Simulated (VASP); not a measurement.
# SnPb2S3 (I4/mmm) in VASP: single point with PBE

Aim: the single point of SnPb2S3 with PBE.

All numbers are computed with VASP 6.6.1; they aren't measurements. Logs are shortened: lines on timing, memory, paths and dates and some standing lists are left out, and cuts for length are marked.

### 1 The cell of the first run

Symmetry: I4/mmm, No. 139, tetragonal system. The conventional cell has a = 4.214 Å, b = 4.214 Å, c = 17.880 Å, α = 90.00°, β = 90.00°, γ = 90.00°. Within 3.8 Å of Sn (site symmetry 4/mmm) lie 6 S at 2.92 to 2.98 Å. Within 3.9 Å of Pb (site symmetry 4mm) lie 6 S at 2.97 to 3.05 Å. S (site symmetry 4mm) has 1 Sn at 2.92 Å and 5 Pb at 2.98 to 3.05 Å within 3.8 Å. S (site symmetry 4/mmm) has 2 Pb at 2.97 Å and 4 Sn at 2.98 Å within 3.9 Å.

### 2 Single point, PBE

INCAR

```
PREC = Accurate
ENCUT = 520
EDIFF = 1E-7
ISMEAR = 0
SIGMA = 0.1
LREAL = False
LASPH = True
NELM = 60
ALGO = Normal
ISIF = 2
LWAVE = False
LCHARG = False
GGA = PE
NBANDS = 39
```

KPOINTS

```
regular mesh
0
Gamma
  6 6 6
```

POSCAR

```
SnPb2S3
1.0
   -2.1069387000      2.1069387000      8.9400027000
    2.1069387000     -2.1069387000      8.9400027000
    2.1069387000      2.1069387000     -8.9400027000
Sn Pb S
1 2 3
Direct
    0.0000000000      0.0000000000      0.0000000000
    0.6658770000      0.6658770000      0.0000000000
    0.3341230000      0.3341230000      0.0000000000
    0.8365480000      0.8365480000      0.0000000000
    0.5000000000      0.5000000000      0.0000000000
    0.1634520000      0.1634520000      0.0000000000
```

Potentials or basis: VASP PAW PBE potentials, release 64 (Sn_d, Pb_d, S).

The run is started by

```sh
> cat potpaw_PBE.64/Sn_d/POTCAR potpaw_PBE.64/Pb_d/POTCAR potpaw_PBE.64/S/POTCAR > POTCAR
> mpirun -np 1 vasp_std > vasp.out
```

OUTCAR:

```text
PREC = Accurate
   ENCUT = 520
   EDIFF = 1E-7
   ISMEAR = 0
   LREAL = False
   LASPH = True
   NELM = 60
   ISIF = 2
   GGA = PE

 ion  position               nearest neighbor table
   1  0.000  0.000  0.000-   4 2.92   6 2.92   5 2.98   5 2.98   5 2.98   5 2.98
   2  0.666  0.666  0.000-   5 2.97   6 2.98   6 2.98   6 2.98   6 2.98   4 3.05
   3  0.334  0.334  0.000-   5 2.97   4 2.98   4 2.98   4 2.98   4 2.98   6 3.05
   4  0.837  0.837  0.000-   1 2.92   3 2.98   3 2.98   3 2.98   3 2.98   2 3.05
   5  0.500  0.500  0.000-   2 2.97   3 2.97   1 2.98   1 2.98   1 2.98   1 2.98
   6  0.163  0.163  0.000-   1 2.92   2 2.98   2 2.98   2 2.98   2 2.98   3 3.05

  LATTYP: Found a body centered tetragonal cell.
 ALAT       =     4.2138774000
 C/A-ratio  =     4.2431242542

  Lattice vectors:

 A1 = (  -2.1069387000,   2.1069387000,   8.9400027000)
 A2 = (   2.1069387000,  -2.1069387000,   8.9400027000)
 A3 = (   2.1069387000,   2.1069387000,  -8.9400027000)

Analysis of symmetry for initial positions (statically):
=====================================================================
 Subroutine PRICEL returns:
 Original cell was already a primitive cell.

 Routine SETGRP: Setting up the symmetry group for a
 body centered tetragonal supercell.

 Subroutine GETGRP returns: Found 16 space group operations
 (whereof 16 operations were pure point group operations)
 out of a pool of 16 trial point group operations.

The static configuration has the point symmetry D_4h.

Analysis of symmetry for dynamics (positions and initial velocities):
=====================================================================
 Subroutine PRICEL returns:
 Original cell was already a primitive cell.

 Routine SETGRP: Setting up the symmetry group for a
 body centered tetragonal supercell.

 Subroutine GETGRP returns: Found 16 space group operations
 (whereof 16 operations were pure point group operations)
 out of a pool of 16 trial point group operations.

The dynamic configuration has the point symmetry D_4h.

 Subroutine INISYM returns: Found 16 space group operations
 (whereof 16 operations are pure point group operations),
 and found     1 'primitive' translations

----------------------------------------------------------------------------------------

                                     Primitive cell

  volume of cell :     158.7455

  direct lattice vectors                    reciprocal lattice vectors
    -2.106938700  2.106938700  8.940002700     0.000000000  0.237311128  0.055928395
     2.106938700 -2.106938700  8.940002700     0.237311128  0.000000000  0.055928395
     2.106938700  2.106938700 -8.940002700     0.237311128  0.237311128  0.000000000

  length of vectors
     9.423482883  9.423482883  9.423482883     0.243812545  0.243812545  0.335608616

  position of ions in fractional coordinates (direct lattice)
     0.000000000  0.000000000  0.000000000
     0.665877000  0.665877000  0.000000000
     0.334123000  0.334123000  0.000000000
     0.836548000  0.836548000  0.000000000
     0.500000000  0.500000000  0.000000000
     0.163452000  0.163452000  0.000000000

  ion indices of the primitive-cell ions
   primitive index   ion index
                 1           1
                 2           2
                 3           3
                 4           4
                 5           5
                 6           6

----------------------------------------------------------------------------------------

 KPOINTS: regular mesh

Automatic generation of k-mesh.
 Grid dimensions read from file:
 generate k-points for:    6    6    6

 Generating k-lattice:

  Cartesian coordinates                     Fractional coordinates (reciprocal lattice)
     0.000000000  0.039551855  0.009321399     0.166666667 -0.000000000  0.000000000
     0.039551855  0.000000000  0.009321399    -0.000000000  0.166666667  0.000000000
     0.039551855  0.039551855  0.000000000     0.000000000  0.000000000  0.166666667

  Length of vectors
     0.040635424  0.040635424  0.055934769

  Shift w.r.t. Gamma in fractional coordinates (k-lattice)
     0.000000000  0.000000000  0.000000000

 Subroutine IBZKPT returns following result:
 ===========================================

 Found     30 irreducible k-points:

 Following reciprocal coordinates:
            Coordinates               Weight
  0.000000  0.000000  0.000000      1.000000
  0.166667 -0.000000  0.000000      8.000000
  0.333333 -0.000000  0.000000      8.000000
  0.500000  0.000000  0.000000      4.000000
  0.166667  0.166667  0.000000      8.000000
  0.333333  0.166667  0.000000     16.000000
[... 16 lines left out ...]
 -0.333333 -0.333333  0.166667      8.000000
 -0.166667 -0.333333  0.166667      8.000000
 [... further k-points ...]
   k-points           NKPTS =     30   k-points in BZ     NKDIM =     30   number of bands    NBANDS=     39
   number of dos      NEDOS =    301   number of ions     NIONS =      6
   total plane-waves  NPLWV = 343000
   dimension x,y,z NGX =    70 NGY =   70 NGZ =   70
   dimension x,y,z NGXF=   140 NGYF=  140 NGZF=  140
   ions per type =               1   2   3
   NGX,Y,Z   is equivalent  to a cutoff of  12.35, 12.35, 12.35 a.u.
   NGXF,Y,Z  is equivalent  to a cutoff of  24.70, 24.70, 24.70 a.u.
 SYSTEM =  unknown system
   PREC   = accura    normal or accurate (medium, high low for compatibility)
   ISTART =      0    job   : 0-new  1-cont  2-samecut
   ICHARG =      2    charge: 1-file 2-atom 10-const
   ISPIN  =      1    spin polarized calculation?
   LNONCOLLINEAR =      F non collinear calculations
   LSORBIT =      F    spin-orbit coupling
   LASPH  =      T    aspherical Exc in radial PAW
   ENCUT  =  520.0 eV  38.22 Ry    6.18 a.u.  17.52 17.52 17.52*2*pi/ulx,y,z
   NELM   =     60;   NELMIN=  2; NELMDL= -5     # of ELM steps
   EDIFF  = 0.1E-06   stopping-criterion for ELM
   LREAL  =      F    real-space projection
   EDIFFG = 0.1E-05   stopping-criterion for IOM
   NSW    =      0    number of steps for IOM
   IBRION =     -1    ionic relax: 0-MD 1-quasi-New 2-CG
   NFREE  =      0    steps in history (QN), initial steepest desc. (CG)
   ISIF   =      2    stress and relaxation
   ISYM   =      2    0-nonsym 1-usesym 2-fastsym
   POTIM  = 0.5000    time-step for ionic-motion
   TEBEG  =    0.0;   TEEND  =   0.0 temperature during run
   PSTRESS=    0.0 pullay stress
   NELECT =      60.0000    total number of electrons
   NUPDOWN=      -1.0000    fix difference up-down
   EMIN   =  10.00;   EMAX   =-10.00  energy-range for DOS
   EFERMI =   0.00;   METHOD = LEGACY
   ISMEAR =     0;   SIGMA  =   0.10  broadening in eV -4-tet -1-fermi 0-gaus
   EFERMI_NEDOS =   21; number of points for ismear=-14 and -15
   IALGO  =     38    algorithm
   IMIX   =      4    mixing-type and parameters
     AMIX     =   0.40;   BMIX     =  1.00
     AMIX_MAG =   1.60;   BMIX_MAG =  1.00
  volume/ion in A,a.u.               =      26.46       178.54
  Fermi-wavevector in a.u.,A,eV,Ry     =   1.183654  2.236782 19.062263  1.401037
  Thomas-Fermi vector in A             =   2.319884
   LORBIT       =      0    0 simple, 1 ext, 2 COOP (PROOUT), +10 PAW based schemes
   GGA     = PE    functional components
   LHFCALC =     F    Hartree Fock is set to
   AEXX    =    0.0000 exact exchange contribution
   IVDW    =     0    specifies the selected vdW correction
   LEPSILON=     F    determine dielectric tensor
   LRPA    =     F    only Hartree local field effects (RPA)
 non-spin polarized calculation
 Gauss-broadening in eV      SIGMA  =   0.10
  energy-cutoff  :      520.00
  volume of cell :      158.75
 maximum number of plane-waves:      4312
   NGX = 35   NGY = 35   NGZ = 35

 number of electron      60.0000000 magnetization

 Free energy of the ion-electron system (eV)
  ---------------------------------------------------
  ext. energy  EPLUGINS =         0.00000000
  ---------------------------------------------------
  free energy    TOTEN  =       -26.29227757 eV

  energy without entropy =      -26.29043730  energy(sigma->0) =      -26.29135743

 E-fermi :   5.9144     XC(G=0):  -9.5587

 val. band max:        5.8779551476   @ k =   0.5000   0.0000   0.0000
 cond. band min:       5.9507255690   @ k =   0.5000   0.0000   0.0000
 fundamental gap:      0.0727704214
 Fermi energy:         5.9143560271

 k-point     1 :       0.0000    0.0000    0.0000
  band No.  band energies     occupation
      1     -15.8226      2.00000
      2     -15.8166      2.00000
      3     -15.8059      2.00000
      4     -15.8059      2.00000
      5     -15.8044      2.00000
      6     -11.3273      2.00000
[... 31 lines left out ...]
     38      10.6772      0.00000
     39      10.6890      0.00000

 k-point     2 :       0.1667   -0.0000    0.0000
  band No.  band energies     occupation
      1     -15.8204      2.00000
      2     -15.8143      2.00000
      3     -15.8069      2.00000
      4     -15.8061      2.00000
      5     -15.8058      2.00000
      6     -11.3149      2.00000
[... 31 lines left out ...]
     38       9.9675      0.00000
     39      10.0819      0.00000

 k-point     3 :       0.3333   -0.0000    0.0000
  band No.  band energies     occupation
      1     -15.8182      2.00000
      2     -15.8097      2.00000
      3     -15.8090      2.00000
      4     -15.8073      2.00000
      5     -15.8056      2.00000
      6     -11.2923      2.00000
[... 31 lines left out ...]
     38       9.4824      0.00000
     39       9.6807      0.00000

 k-point     4 :       0.5000    0.0000    0.0000
  band No.  band energies     occupation
      1     -15.8175      2.00000
      2     -15.8115      2.00000
      3     -15.8101      2.00000
      4     -15.8055      2.00000
      5     -15.8035      2.00000
      6     -11.2794      2.00000
[... 31 lines left out ...]
     38       9.4052      0.00000
     39       9.4176      0.00000
[... 754 lines left out ...]
     38       8.8169      0.00000
     39      10.1276      0.00000

 k-point    23 :      -0.3333   -0.3333    0.1667
  band No.  band energies     occupation
      1     -15.8171      2.00000
      2     -15.8132      2.00000
      3     -15.8082      2.00000
      4     -15.8068      2.00000
      5     -15.8068      2.00000
      6     -11.3124      2.00000
[... 31 lines left out ...]
     38       9.8924      0.00000
     39      10.4370      0.00000

 k-point    24 :      -0.1667   -0.3333    0.1667
  band No.  band energies     occupation
      1     -15.8204      2.00000
      2     -15.8143      2.00000
      3     -15.8069      2.00000
      4     -15.8061      2.00000
      5     -15.8058      2.00000
      6     -11.3193      2.00000
[... 31 lines left out ...]
     38      10.1457      0.00000
     39      10.2728      0.00000

 [... further k-points ...]
[... 5 lines left out ...]
  --------------------------------------------------------------------------------------
  -------------------------------------------------------------------------------------
  Total       -0.0702928     -0.0702928     -0.1250096      0.0000000     -0.0000000      0.0000000
  in kB       -0.7094470     -0.7094470     -1.2616897      0.0000000     -0.0000000      0.0000000
  external PRESSURE =      -0.8935279 kB  Pullay stress =       0.0000000 kB

 VOLUME and BASIS-vectors are now :
 -----------------------------------------------------------------------------
  energy-cutoff  :      520.00
  volume of cell :      158.75
      direct lattice vectors                 reciprocal lattice vectors
    -2.106938700  2.106938700  8.940002700     0.000000000  0.237311128  0.055928395
     2.106938700 -2.106938700  8.940002700     0.237311128  0.000000000  0.055928395
     2.106938700  2.106938700 -8.940002700     0.237311128  0.237311128  0.000000000

 POSITION                                       TOTAL-FORCE (eV/Angst)
 -----------------------------------------------------------------------------------
      0.00000      0.00000      0.00000         0.000000      0.000000     -0.000000
      0.00000      0.00000     11.90588         0.000000      0.000000      0.001828
      0.00000      0.00000      5.97412         0.000000      0.000000     -0.001828
      0.00000      0.00000     14.95748        -0.000000     -0.000000      0.009110
      0.00000      0.00000      8.94000         0.000000      0.000000      0.000000
      0.00000      0.00000      2.92252        -0.000000     -0.000000     -0.009110
 -----------------------------------------------------------------------------------
    total drift:                                0.000000      0.000000     -0.000000

  FREE ENERGIE OF THE ION-ELECTRON SYSTEM (eV)
  ---------------------------------------------------
  free  energy   TOTEN  =       -26.2922775724 eV

  energy  without entropy=      -26.2904372960  energy(sigma->0) =      -26.29135743
```

Run time: 9.5 min. Hardware: 1 thread of AMD EPYC 9R45 (Zen 5), shared host; peak memory 0.74 GiB.

Results:

* Free energy: -26.2923 eV
* Pressure: -0.1 GPa
* Largest force: 0.009 eV/Å
* Band gap on the k mesh: 0.07 eV, direct

Forces on the atoms (eV/Å):
```
Sn   0.000  0.000  0.000
Pb   0.000  0.000  0.002
Pb   0.000  0.000 -0.002
S    0.000  0.000  0.009
S    0.000  0.000  0.000
S    0.000  0.000 -0.009
```

Caveat: spin-orbit coupling is left out, which moves the levels of the heavy elements. A k mesh can miss the band edges.
